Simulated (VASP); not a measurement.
# TaN (P-6m2) in VASP: notebook

Runs on TaN. Level: PBEsol. Tasks: single point.

Program: VASP 6.6.1. These are calculated values, not measurements. Logs are shortened: lines on timing, memory, paths and dates and some standing lists are left out, and cuts for length are marked.

**1. The cell of the first run**

It takes space group P-6m2 (No. 187, hexagonal). The conventional cell has a = 2.961 Å, b = 2.961 Å, c = 2.907 Å, α = 90.00°, β = 90.00°, γ = 120.00°. Within 3.0 Å of Ta (site symmetry -6m2) lie 6 N at 2.24 Å and 8 Ta at 2.91 to 2.96 Å. Within 3.0 Å of N (site symmetry -6m2) lie 6 Ta at 2.24 Å and 8 N at 2.91 to 2.96 Å.

**2. Single point, PBEsol**

File INCAR:

```
PREC = Accurate
ENCUT = 520
EDIFF = 1E-6
ISMEAR = 0
SIGMA = 0.15
LREAL = F
LASPH = T
NELM = 80
ALGO = Normal
ISIF = 2
LWAVE = F
LCHARG = F
GGA = PS
NBANDS = 15
```

File KPOINTS:

```
regular mesh
0
Gamma
  18 18 16
```

File POSCAR:

```
TaN
1.0
    2.9606000000      0.0000000000      0.0000000000
   -1.4803000000      2.5639548105      0.0000000000
    0.0000000000      0.0000000000      2.9066000000
Ta N
1 1
Direct
    0.3333333333      0.6666666667      0.5000000000
    0.0000000000      0.0000000000      0.0000000000
```

Potentials or basis: VASP PAW PBE potentials, release 64 (Ta_pv, N).

Started as:

```console
$ cat potpaw_PBE.64/Ta_pv/POTCAR potpaw_PBE.64/N/POTCAR > POTCAR
$ mpirun -np 1 vasp_std > vasp.out
```

OUTCAR:

```text
PREC = Accurate
   ENCUT = 520
   EDIFF = 1E-6
   ISMEAR = 0
   LREAL = F
   LASPH = T
   NELM = 80
   ISIF = 2
   GGA = PS

 ion  position               nearest neighbor table
   1  0.333  0.667  0.500-   2 2.24   2 2.24   2 2.24   2 2.24   2 2.24   2 2.24
   2  0.000  0.000  0.000-   1 2.24   1 2.24   1 2.24   1 2.24   1 2.24   1 2.24

  LATTYP: Found a hexagonal cell.
 ALAT       =     2.9606000000
 C/A-ratio  =     0.9817604540

  Lattice vectors:

 A1 = (   2.9606000000,   0.0000000000,   0.0000000000)
 A2 = (  -1.4803000000,   2.5639548105,   0.0000000000)
 A3 = (   0.0000000000,   0.0000000000,   2.9066000000)

Analysis of symmetry for initial positions (statically):
=====================================================================
 Subroutine PRICEL returns:
 Original cell was already a primitive cell.

 Routine SETGRP: Setting up the symmetry group for a
 hexagonal supercell.

 Subroutine GETGRP returns: Found 12 space group operations
 (whereof 12 operations were pure point group operations)
 out of a pool of 24 trial point group operations.

The static configuration has the point symmetry D_3h.

Analysis of symmetry for dynamics (positions and initial velocities):
=====================================================================
 Subroutine PRICEL returns:
 Original cell was already a primitive cell.

 Routine SETGRP: Setting up the symmetry group for a
 hexagonal supercell.

 Subroutine GETGRP returns: Found 12 space group operations
 (whereof 12 operations were pure point group operations)
 out of a pool of 24 trial point group operations.

The dynamic configuration has the point symmetry D_3h.

 Subroutine INISYM returns: Found 12 space group operations
 (whereof 12 operations are pure point group operations),
 and found     1 'primitive' translations

----------------------------------------------------------------------------------------

                                     Primitive cell

  volume of cell :      22.0635

  direct lattice vectors                    reciprocal lattice vectors
     2.960600000  0.000000000  0.000000000     0.337769371  0.195011237  0.000000000
    -1.480300000  2.563954810  0.000000000     0.000000000  0.390022475  0.000000000
     0.000000000  0.000000000  2.906600000     0.000000000  0.000000000  0.344044588

  length of vectors
     2.960600000  2.960600000  2.906600000     0.390022475  0.390022475  0.344044588

  position of ions in fractional coordinates (direct lattice)
     0.333333333  0.666666667  0.500000000
     0.000000000  0.000000000  0.000000000

  ion indices of the primitive-cell ions
   primitive index   ion index
                 1           1
                 2           2

----------------------------------------------------------------------------------------

 KPOINTS: regular mesh

Automatic generation of k-mesh.
 Grid dimensions read from file:
 generate k-points for:   18   18   16

 Generating k-lattice:

  Cartesian coordinates                     Fractional coordinates (reciprocal lattice)
     0.018764965  0.010833958  0.000000000     0.055555556  0.000000000  0.000000000
     0.000000000  0.021667915  0.000000000     0.000000000  0.055555556  0.000000000
     0.000000000  0.000000000  0.021502787     0.000000000  0.000000000  0.062500000

  Length of vectors
     0.021667915  0.021667915  0.021502787

  Shift w.r.t. Gamma in fractional coordinates (k-lattice)
     0.000000000  0.000000000  0.000000000

 Subroutine IBZKPT returns following result:
 ===========================================

 Found    333 irreducible k-points:

 Following reciprocal coordinates:
            Coordinates               Weight
  0.000000  0.000000  0.000000      1.000000
  0.055556 -0.000000  0.000000      6.000000
  0.111111 -0.000000  0.000000      6.000000
  0.166667  0.000000  0.000000      6.000000
  0.222222  0.000000  0.000000      6.000000
  0.277778 -0.000000  0.000000      6.000000
[... 16 lines left out ...]
  0.333333  0.111111  0.000000     12.000000
  0.388889  0.111111  0.000000     12.000000
 [... further k-points ...]
   k-points           NKPTS =    333   k-points in BZ     NKDIM =    333   number of bands    NBANDS=     15
   number of dos      NEDOS =    301   number of ions     NIONS =      2
   total plane-waves  NPLWV =  13824
   dimension x,y,z NGX =    24 NGY =   24 NGZ =   24
   dimension x,y,z NGXF=    48 NGYF=   48 NGZF=   48
   ions per type =               1   1
   NGX,Y,Z   is equivalent  to a cutoff of  13.48, 13.48, 13.73 a.u.
   NGXF,Y,Z  is equivalent  to a cutoff of  26.95, 26.95, 27.45 a.u.
 SYSTEM =  unknown system
   PREC   = accura    normal or accurate (medium, high low for compatibility)
   ISTART =      0    job   : 0-new  1-cont  2-samecut
   ICHARG =      2    charge: 1-file 2-atom 10-const
   ISPIN  =      1    spin polarized calculation?
   LNONCOLLINEAR =      F non collinear calculations
   LSORBIT =      F    spin-orbit coupling
   LASPH  =      T    aspherical Exc in radial PAW
   ENCUT  =  520.0 eV  38.22 Ry    6.18 a.u.   5.50  5.50  5.40*2*pi/ulx,y,z
   NELM   =     80;   NELMIN=  2; NELMDL= -5     # of ELM steps
   EDIFF  = 0.1E-05   stopping-criterion for ELM
   LREAL  =      F    real-space projection
   EDIFFG = 0.1E-04   stopping-criterion for IOM
   NSW    =      0    number of steps for IOM
   IBRION =     -1    ionic relax: 0-MD 1-quasi-New 2-CG
   NFREE  =      0    steps in history (QN), initial steepest desc. (CG)
   ISIF   =      2    stress and relaxation
   ISYM   =      2    0-nonsym 1-usesym 2-fastsym
   POTIM  = 0.5000    time-step for ionic-motion
   TEBEG  =    0.0;   TEEND  =   0.0 temperature during run
   PSTRESS=    0.0 pullay stress
   NELECT =      16.0000    total number of electrons
   NUPDOWN=      -1.0000    fix difference up-down
   EMIN   =  10.00;   EMAX   =-10.00  energy-range for DOS
   EFERMI =   0.00;   METHOD = LEGACY
   ISMEAR =     0;   SIGMA  =   0.15  broadening in eV -4-tet -1-fermi 0-gaus
   EFERMI_NEDOS =   21; number of points for ismear=-14 and -15
   IALGO  =     38    algorithm
   IMIX   =      4    mixing-type and parameters
     AMIX     =   0.40;   BMIX     =  1.00
     AMIX_MAG =   1.60;   BMIX_MAG =  1.00
  volume/ion in A,a.u.               =      11.03        74.45
  Fermi-wavevector in a.u.,A,eV,Ry     =   1.470809  2.779427 29.433211  2.163280
  Thomas-Fermi vector in A             =   2.586021
   LORBIT       =      0    0 simple, 1 ext, 2 COOP (PROOUT), +10 PAW based schemes
   GGA     = PS    functional components
   LHFCALC =     F    Hartree Fock is set to
   AEXX    =    0.0000 exact exchange contribution
   IVDW    =     0    specifies the selected vdW correction
   LEPSILON=     F    determine dielectric tensor
   LRPA    =     F    only Hartree local field effects (RPA)
 non-spin polarized calculation
 Gauss-broadening in eV      SIGMA  =   0.15
  energy-cutoff  :      520.00
  volume of cell :       22.06
 maximum number of plane-waves:       617
 NGX is ok and might be reduce to    24
   NGX = 11   NGY = 11   NGZ = 11

 number of electron      16.0000001 magnetization

 Free energy of the ion-electron system (eV)
  ---------------------------------------------------
  ext. energy  EPLUGINS =         0.00000000
  ---------------------------------------------------
  free energy    TOTEN  =       -23.77776308 eV

  energy without entropy =      -23.77704969  energy(sigma->0) =      -23.77740638

 E-fermi :   7.8183     XC(G=0): -13.3776

 val. band max:        7.7767696102   @ k =   0.0000   0.0000   0.4375
 cond. band min:       7.8548582346   @ k =   0.0556  -0.0000   0.5000
 fundamental gap:      0.0780886245
 Fermi energy:         7.8183378624

 k-point     1 :       0.0000    0.0000    0.0000
  band No.  band energies     occupation
      1     -27.0011      2.00000
      2     -26.7451      2.00000
      3     -26.7451      2.00000
      4      -9.7081      2.00000
      5       3.3927      2.00000
      6       3.3927      2.00000
      7       3.7284      2.00000
      8       4.9660      2.00000
      9       9.8908      0.00000
     10      11.3359      0.00000
     11      11.3359      0.00000
     12      11.6926      0.00000
     13      11.6926      0.00000
     14      20.6985      0.00000
     15      21.1803      0.00000

 k-point     2 :       0.0556   -0.0000    0.0000
  band No.  band energies     occupation
      1     -26.9972      2.00000
      2     -26.7763      2.00000
      3     -26.7517      2.00000
      4      -9.6456      2.00000
      5       3.1850      2.00000
      6       3.4402      2.00000
      7       3.8253      2.00000
      8       4.8742      2.00000
      9      10.1271      0.00000
     10      11.2017      0.00000
     11      11.3447      0.00000
     12      11.6603      0.00000
     13      11.7797      0.00000
     14      20.6918      0.00000
     15      21.1767      0.00000

 k-point     3 :       0.1111   -0.0000    0.0000
  band No.  band energies     occupation
      1     -26.9858      2.00000
      2     -26.8654      2.00000
      3     -26.7709      2.00000
      4      -9.4647      2.00000
      5       2.6915      2.00000
      6       3.5754      2.00000
      7       4.0561      2.00000
      8       4.6247      2.00000
      9      10.6267      0.00000
     10      10.9693      0.00000
     11      11.3800      0.00000
     12      11.5690      0.00000
     13      12.0075      0.00000
     14      20.6694      0.00000
     15      21.1681      0.00000
[... 343 lines left out ...]
 k-point    23 :       0.3333    0.1111    0.0000
  band No.  band energies     occupation
      1     -27.5769      2.00000
      2     -27.0036      2.00000
      3     -26.8799      2.00000
      4      -7.6637      2.00000
      5       0.0684      2.00000
      6       2.9557      2.00000
      7       3.7843      2.00000
      8       5.5659      2.00000
      9      10.1531      0.00000
     10      10.1995      0.00000
     11      12.5322      0.00000
     12      13.6372      0.00000
     13      15.2769      0.00000
     14      20.5313      0.00000
     15      21.1709      0.00000

 k-point    24 :       0.3889    0.1111    0.0000
  band No.  band energies     occupation
      1     -27.6441      2.00000
      2     -27.0276      2.00000
      3     -26.8691      2.00000
      4      -7.4580      2.00000
      5      -0.1250      2.00000
      6       2.8233      2.00000
      7       3.6618      2.00000
      8       5.6179      2.00000
      9      10.0671      0.00000
     10      10.8191      0.00000
     11      12.2584      0.00000
     12      13.7172      0.00000
     13      16.1540      0.00000
     14      19.5904      0.00000
     15      21.1483      0.00000

 [... further k-points ...]
[... 5 lines left out ...]
  --------------------------------------------------------------------------------------
  -------------------------------------------------------------------------------------
  Total       -1.5718214     -1.5718214     -1.7433347      0.0000000      0.0000000      0.0000000
  in kB     -114.1401386   -114.1401386   -126.5948336      0.0000000      0.0000000      0.0000000
  external PRESSURE =    -118.2917036 kB  Pullay stress =       0.0000000 kB

 VOLUME and BASIS-vectors are now :
 -----------------------------------------------------------------------------
  energy-cutoff  :      520.00
  volume of cell :       22.06
      direct lattice vectors                 reciprocal lattice vectors
     2.960600000  0.000000000  0.000000000     0.337769371  0.195011237  0.000000000
    -1.480300000  2.563954810  0.000000000     0.000000000  0.390022475  0.000000000
     0.000000000  0.000000000  2.906600000     0.000000000  0.000000000  0.344044588

 POSITION                                       TOTAL-FORCE (eV/Angst)
 -----------------------------------------------------------------------------------
     -0.00000      1.70930      1.45330         0.000000      0.000000      0.000000
      0.00000      0.00000      0.00000        -0.000000      0.000000      0.000000
 -----------------------------------------------------------------------------------
    total drift:                                0.000000     -0.000000     -0.000000

  FREE ENERGIE OF THE ION-ELECTRON SYSTEM (eV)
  ---------------------------------------------------
  free  energy   TOTEN  =       -23.7777630819 eV

  energy  without entropy=      -23.7770496852  energy(sigma->0) =      -23.77740638
```

Run time: 33 s. Hardware: 1 thread of Intel Xeon 6975P-C (Granite Rapids), shared host; peak memory 0.23 GiB.

Results:

| Property | Result |
| --- | --- |
| Free energy | -23.7778 eV |
| Pressure | -11.8 GPa |
| Band gap on the k mesh | zero (band 8 reaches 8.16 eV, above the bottom of band 9 at 7.75 eV) |

Stress tensor (GPa, compression positive):
```
-11.41   0.00   0.00
  0.00 -11.41   0.00
  0.00   0.00 -12.66
```

Caveat: the PAW data sets were made with another functional, which shifts forces and pressure a little; spin-orbit coupling is left out, which moves the levels of the heavy elements.

(Part 1 of 2 ends here.)
